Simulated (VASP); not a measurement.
# Al (P6_3/mmc) in VASP: a series of runs

Al is run at these levels: PBEsol; tasks: single point.

Program: VASP 6.6.1. These are calculated values, not measurements. Logs are shortened: lines on timing, memory, paths and dates and some standing lists are left out, and cuts for length are marked.

### 1 The cell of the first run

It takes space group P6_3/mmc (No. 194, hexagonal). The conventional cell has a = 2.708 Å, b = 2.708 Å, c = 4.753 Å, α = 90.00°, β = 90.00°, γ = 120.00°. Al (site symmetry -6m2) has 12 Al at 2.71 to 2.84 Å within 3.6 Å.

This isn't the form of Al at room conditions, which is fcc.

### 2 Single point, PBEsol (strain -0.050 along x and y, +0.025 along z)

Contents of INCAR:

```
SYSTEM = Al
PREC = Accurate
ENCUT = 520
EDIFF = 1E-6
ISMEAR = 0
SIGMA = 0.15
LREAL = .FALSE.
LASPH = .TRUE.
NELM = 60
ALGO = Normal
ISIF = 2
LWAVE = .FALSE.
LCHARG = .FALSE.
GGA = PS
NBANDS = 10
```

Contents of KPOINTS:

```
Automatic mesh
0
G
  24 24 14
  0 0 0
```

Contents of POSCAR:

```
Al
1.0
    2.7075666717      0.0000000000      0.0000000000
   -1.3537833358      2.3448215201      0.0000000000
    0.0000000000      0.0000000000      4.7532491867
Al
2
Direct
    0.6666666667      0.3333333333      0.7500000000
    0.3333333333      0.6666666667      0.2500000000
```

Potentials or basis: VASP PAW PBE potentials, release 64 (Al).

Run with:

```console
> cat potpaw_PBE.64/Al/POTCAR > POTCAR
> mpirun -np 1 vasp_std > vasp.out
```

OUTCAR:

```text
SYSTEM = Al
   PREC = Accurate
   ENCUT = 520
   EDIFF = 1E-6
   ISMEAR = 0
   LREAL = .FALSE.
   LASPH = .TRUE.
   NELM = 60
   ISIF = 2
   GGA = PS

 ion  position               nearest neighbor table
   1  0.667  0.333  0.750-   2 2.84   2 2.84   2 2.84   2 2.84   2 2.84   2 2.84
   2  0.333  0.667  0.250-   1 2.84   1 2.84   1 2.84   1 2.84   1 2.84   1 2.84

  LATTYP: Found a hexagonal cell.
 ALAT       =     2.7075666717
 C/A-ratio  =     1.7555428039

  Lattice vectors:

 A1 = (   2.7075666717,   0.0000000000,   0.0000000000)
 A2 = (  -1.3537833358,   2.3448215201,   0.0000000000)
 A3 = (   0.0000000000,   0.0000000000,   4.7532491867)

Analysis of symmetry for initial positions (statically):
=====================================================================
 Subroutine PRICEL returns:
 Original cell was already a primitive cell.

 Routine SETGRP: Setting up the symmetry group for a
 hexagonal supercell.

 Subroutine GETGRP returns: Found 24 space group operations
 (whereof 12 operations were pure point group operations)
 out of a pool of 24 trial point group operations.

The static configuration has the point symmetry D_3d.
 The point group associated with its full space group is D_6h.

Analysis of symmetry for dynamics (positions and initial velocities):
=====================================================================
 Subroutine PRICEL returns:
 Original cell was already a primitive cell.

 Routine SETGRP: Setting up the symmetry group for a
 hexagonal supercell.

 Subroutine GETGRP returns: Found 24 space group operations
 (whereof 12 operations were pure point group operations)
 out of a pool of 24 trial point group operations.

The dynamic configuration has the point symmetry D_3d.
 The point group associated with its full space group is D_6h.

 Subroutine INISYM returns: Found 24 space group operations
 (whereof 12 operations are pure point group operations),
 and found     1 'primitive' translations

----------------------------------------------------------------------------------------

                                     Primitive cell

  volume of cell :      30.1772

  direct lattice vectors                    reciprocal lattice vectors
     2.707566672  0.000000000  0.000000000     0.369335319  0.213235846  0.000000000
    -1.353783336  2.344821520  0.000000000     0.000000000  0.426471692  0.000000000
     0.000000000  0.000000000  4.753249187     0.000000000  0.000000000  0.210382406

  length of vectors
     2.707566672  2.707566672  4.753249187     0.426471692  0.426471692  0.210382406

  position of ions in fractional coordinates (direct lattice)
     0.666666667  0.333333333  0.750000000
     0.333333333  0.666666667  0.250000000

  ion indices of the primitive-cell ions
   primitive index   ion index
                 1           1
                 2           2

----------------------------------------------------------------------------------------

 KPOINTS: Automatic mesh

Automatic generation of k-mesh.
 Grid dimensions read from file:
 generate k-points for:   24   24   14

 Generating k-lattice:

  Cartesian coordinates                     Fractional coordinates (reciprocal lattice)
     0.015388972  0.008884827  0.000000000     0.041666667  0.000000000  0.000000000
     0.000000000  0.017769654  0.000000000     0.000000000  0.041666667  0.000000000
     0.000000000  0.000000000  0.015027315     0.000000000  0.000000000  0.071428571

  Length of vectors
     0.017769654  0.017769654  0.015027315

  Shift w.r.t. Gamma in fractional coordinates (k-lattice)
     0.000000000  0.000000000  0.000000000

 Subroutine IBZKPT returns following result:
 ===========================================

 Found    488 irreducible k-points:

 Following reciprocal coordinates:
            Coordinates               Weight
  0.000000  0.000000  0.000000      1.000000
  0.041667  0.000000  0.000000      6.000000
  0.083333  0.000000  0.000000      6.000000
  0.125000 -0.000000  0.000000      6.000000
  0.166667  0.000000  0.000000      6.000000
  0.208333  0.000000  0.000000      6.000000
[... 16 lines left out ...]
  0.416667  0.041667  0.000000     12.000000
  0.458333  0.041667  0.000000     12.000000
 [... further k-points ...]
   k-points           NKPTS =    488   k-points in BZ     NKDIM =    488   number of bands    NBANDS=     10
   number of dos      NEDOS =    301   number of ions     NIONS =      2
   total plane-waves  NPLWV =  14400
   dimension x,y,z NGX =    20 NGY =   20 NGZ =   36
   dimension x,y,z NGXF=    40 NGYF=   40 NGZF=   72
   ions per type =               2
   NGX,Y,Z   is equivalent  to a cutoff of  12.28, 12.28, 12.59 a.u.
   NGXF,Y,Z  is equivalent  to a cutoff of  24.56, 24.56, 25.18 a.u.
 SYSTEM =  Al
   PREC   = accura    normal or accurate (medium, high low for compatibility)
   ISTART =      0    job   : 0-new  1-cont  2-samecut
   ICHARG =      2    charge: 1-file 2-atom 10-const
   ISPIN  =      1    spin polarized calculation?
   LNONCOLLINEAR =      F non collinear calculations
   LSORBIT =      F    spin-orbit coupling
   LASPH  =      T    aspherical Exc in radial PAW
   ENCUT  =  520.0 eV  38.22 Ry    6.18 a.u.   5.03  5.03  8.84*2*pi/ulx,y,z
   NELM   =     60;   NELMIN=  2; NELMDL= -5     # of ELM steps
   EDIFF  = 0.1E-05   stopping-criterion for ELM
   LREAL  =      F    real-space projection
   EDIFFG = 0.1E-04   stopping-criterion for IOM
   NSW    =      0    number of steps for IOM
   IBRION =     -1    ionic relax: 0-MD 1-quasi-New 2-CG
   NFREE  =      0    steps in history (QN), initial steepest desc. (CG)
   ISIF   =      2    stress and relaxation
   ISYM   =      2    0-nonsym 1-usesym 2-fastsym
   POTIM  = 0.5000    time-step for ionic-motion
   TEBEG  =    0.0;   TEEND  =   0.0 temperature during run
   PSTRESS=    0.0 pullay stress
   NELECT =       6.0000    total number of electrons
   NUPDOWN=      -1.0000    fix difference up-down
   EMIN   =  10.00;   EMAX   =-10.00  energy-range for DOS
   EFERMI =   0.00;   METHOD = LEGACY
   ISMEAR =     0;   SIGMA  =   0.15  broadening in eV -4-tet -1-fermi 0-gaus
   EFERMI_NEDOS =   21; number of points for ismear=-14 and -15
   IALGO  =     38    algorithm
   IMIX   =      4    mixing-type and parameters
     AMIX     =   0.40;   BMIX     =  1.00
     AMIX_MAG =   1.60;   BMIX_MAG =  1.00
  volume/ion in A,a.u.               =      15.09       101.82
  Fermi-wavevector in a.u.,A,eV,Ry     =   0.955503  1.805639 12.421929  0.912986
  Thomas-Fermi vector in A             =   2.084347
   LORBIT       =      0    0 simple, 1 ext, 2 COOP (PROOUT), +10 PAW based schemes
   GGA     = PS    functional components
   LHFCALC =     F    Hartree Fock is set to
   AEXX    =    0.0000 exact exchange contribution
   IVDW    =     0    specifies the selected vdW correction
   LEPSILON=     F    determine dielectric tensor
   LRPA    =     F    only Hartree local field effects (RPA)
 non-spin polarized calculation
 Gauss-broadening in eV      SIGMA  =   0.15
  energy-cutoff  :      520.00
  volume of cell :       30.18
 maximum number of plane-waves:       831
   NGX = 11   NGY = 11   NGZ = 17

 number of electron       6.0000000 magnetization

 Free energy of the ion-electron system (eV)
  ---------------------------------------------------
  ext. energy  EPLUGINS =         0.00000000
  ---------------------------------------------------
  free energy    TOTEN  =        -8.04303387 eV

  energy without entropy =       -8.03428369  energy(sigma->0) =       -8.03865878

 E-fermi :   8.8927     XC(G=0): -10.5859

 val. band max:        8.8874445287   @ k =   0.0833   0.0000   0.3571
 cond. band min:       8.9195238500   @ k =   0.4167   0.0833   0.0000
 fundamental gap:      0.0320793213
 Fermi energy:         8.8927331824

 k-point     1 :       0.0000    0.0000    0.0000
  band No.  band energies     occupation
      1      -2.8550      2.00000
      2       3.5052      2.00000
      3       3.5721      2.00000
      4      20.2195      0.00000
      5      21.3359      0.00000
      6      21.3359      0.00000
      7      21.4701      0.00000
      8      21.4701      0.00000
      9      21.8926      0.00000
     10      24.8746      0.00000

 k-point     2 :       0.0417    0.0000    0.0000
  band No.  band energies     occupation
      1      -2.8083      2.00000
      2       3.5507      2.00000
      3       3.6154      2.00000
      4      19.7531      0.00000
      5      20.5256      0.00000
      6      20.5396      0.00000
      7      21.8320      0.00000
      8      21.9264      0.00000
      9      22.3332      0.00000
     10      25.2107      0.00000

 k-point     3 :       0.0833    0.0000    0.0000
  band No.  band energies     occupation
      1      -2.6683      2.00000
      2       3.6868      2.00000
      3       3.7453      2.00000
      4      18.2465      0.00000
      5      19.7214      0.00000
      6      20.2456      0.00000
      7      21.5173      0.00000
      8      22.0235      0.00000
      9      23.2322      0.00000
     10      24.2536      0.00000

 k-point     4 :       0.1250   -0.0000    0.0000
  band No.  band energies     occupation
      1      -2.4354      2.00000
      2       3.9126      2.00000
      3       3.9619      2.00000
      4      16.5680      0.00000
      5      18.9909      0.00000
      6      19.7967      0.00000
      7      20.9923      0.00000
      8      22.1039      0.00000
      9      22.7189      0.00000
     10      23.3491      0.00000
[... 222 lines left out ...]
 k-point    22 :       0.3750    0.0417    0.0000
  band No.  band energies     occupation
      1       1.3206      2.00000
      2       6.3079      2.00000
      3       7.5140      2.00000
      4       8.0290      2.00000
      5      12.6348      0.00000
      6      12.7910      0.00000
      7      15.4080      0.00000
      8      18.6532      0.00000
      9      20.7410      0.00000
     10      20.9580      0.00000

 k-point    23 :       0.4167    0.0417    0.0000
  band No.  band energies     occupation
      1       2.2170      2.00000
      2       5.3240      2.00000
      3       8.3714      2.00000
      4       8.6122      1.99182
      5      11.5788      0.00000
      6      11.5854      0.00000
      7      15.2054      0.00000
      8      18.4869      0.00000
      9      20.6154      0.00000
     10      20.7799      0.00000

 k-point    24 :       0.4583    0.0417    0.0000
  band No.  band energies     occupation
      1       3.1914      2.00000
      2       4.2374      2.00000
      3       9.2660      0.00043
      4       9.3764      0.00001
      5      10.5164      0.00000
      6      10.6426      0.00000
      7      15.1076      0.00000
      8      18.4030      0.00000
      9      20.5519      0.00000
     10      20.6908      0.00000

 [... further k-points ...]
[... 5 lines left out ...]
  --------------------------------------------------------------------------------------
  -------------------------------------------------------------------------------------
  Total        1.9582936      1.9582936      0.6411108      0.0000000     -0.0000000     -0.0000000
  in kB      103.9701944    103.9701944     34.0380098      0.0000000     -0.0000000     -0.0000000
  external PRESSURE =      80.6594662 kB  Pullay stress =       0.0000000 kB

 VOLUME and BASIS-vectors are now :
 -----------------------------------------------------------------------------
  energy-cutoff  :      520.00
  volume of cell :       30.18
      direct lattice vectors                 reciprocal lattice vectors
     2.707566672  0.000000000  0.000000000     0.369335319  0.213235846  0.000000000
    -1.353783336  2.344821520  0.000000000     0.000000000  0.426471692  0.000000000
     0.000000000  0.000000000  4.753249187     0.000000000  0.000000000  0.210382406

 POSITION                                       TOTAL-FORCE (eV/Angst)
 -----------------------------------------------------------------------------------
      1.35378      0.78161      3.56494         0.000000     -0.000000      0.000000
     -0.00000      1.56321      1.18831        -0.000000      0.000000      0.000000
 -----------------------------------------------------------------------------------
    total drift:                               -0.000000      0.000000     -0.000000

  FREE ENERGIE OF THE ION-ELECTRON SYSTEM (eV)
  ---------------------------------------------------
  free  energy   TOTEN  =        -8.0430338711 eV

  energy  without entropy=       -8.0342836945  energy(sigma->0) =       -8.03865878
```

It took 64 s on 1 thread of Intel Xeon Platinum 8488C (Sapphire Rapids), shared host; peak memory 0.23 GiB.

Results:

```
Free energy            : -8.0430 eV
Pressure               : 8.1 GPa
Band gap on the k mesh : zero (bands 3 and 4 overlap by 6.87 eV)
```

Stress tensor (GPa, compression positive):
```
10.40  0.00  0.00
 0.00 10.40  0.00
 0.00  0.00  3.40
```

Levels at points of the mesh, in eV from the Fermi level:
| k point | band 1 | band 2 | band 3 | band 4 | band 5 | band 6 |
| --- | --- | --- | --- | --- | --- | --- |
| (0.00, 0.00, 0.00) | -11.75 | -5.39 | -5.32 | 11.33 | 12.44 | 12.44 |
| (0.50, 0.00, 0.00) | -5.25 | -5.19 | 0.61 | 0.67 | 1.30 | 1.52 |
| (0.00, 0.00, 0.50) | -10.12 | -10.12 | 2.28 | 2.28 | 13.26 | 13.26 |
| (0.50, 0.00, 0.50) | -4.08 | -4.08 | -3.13 | -3.13 | 7.55 | 7.55 |

Caveat: the cell differs from its parent crystal (strain -0.050 along x and y, +0.025 along z); the cell stands under pressure; the PAW data sets were made with another functional, which shifts forces and pressure a little.

### 3 Single point, PBEsol (strain -0.025 along x and y, -0.025 along z)

Contents of INCAR:

```
ALGO = Normal
EDIFF = 1E-7
ENCUT = 520
GGA = PS
ISIF = 2
ISMEAR = 0
LASPH = True
LCHARG = False
LREAL = False
LWAVE = False
NBANDS = 10
NELM = 60
PREC = Accurate
SIGMA = 0.15
```

Contents of KPOINTS:

```
k-points
0
Gamma
  24 24 14
```

Contents of POSCAR:

```
Al
1.0
    2.7788184262      0.0000000000      0.0000000000
   -1.3894092131      2.4065273496      0.0000000000
    0.0000000000      0.0000000000      4.5213833727
Al
2
Direct
    0.6666666667      0.3333333333      0.7500000000
    0.3333333333      0.6666666667      0.2500000000
```

Potentials or basis: VASP PAW PBE potentials, release 64 (Al).

Run with:

```console
> cat potpaw_PBE.64/Al/POTCAR > POTCAR
> mpirun -np 1 vasp_std > vasp.out
```

Run time: 62 s. Hardware: 1 thread of Intel Xeon Platinum 8488C (Sapphire Rapids), shared host; peak memory 0.24 GiB.

The run converged. Its results:

```
Free energy            : -8.0708 eV
Pressure               : 7.2 GPa
Band gap on the k mesh : zero (bands 3 and 4 overlap by 7.79 eV)
```

Stress tensor (GPa, compression positive):
```
6.71 0.00 0.00
0.00 6.71 0.00
0.00 0.00 8.19
```

Levels at points of the mesh, in eV from the Fermi level:
```csv
k point,band 1,band 2,band 3,band 4,band 5,band 6
"(0.00, 0.00, 0.00)",-11.76,-4.93,-4.47,11.22,11.22,11.39
"(0.50, 0.00, 0.00)",-5.59,-5.50,0.59,1.33,1.37,1.98
"(0.00, 0.00, 0.50)",-9.96,-9.96,3.68,3.68,12.29,12.29
"(0.50, 0.00, 0.50)",-4.21,-4.21,-3.34,-3.34,7.47,7.47
```

Caveat: the cell differs from its parent crystal (strain -0.025 along x and y, -0.025 along z); the cell stands under pressure; the PAW data sets were made with another functional, which shifts forces and pressure a little.
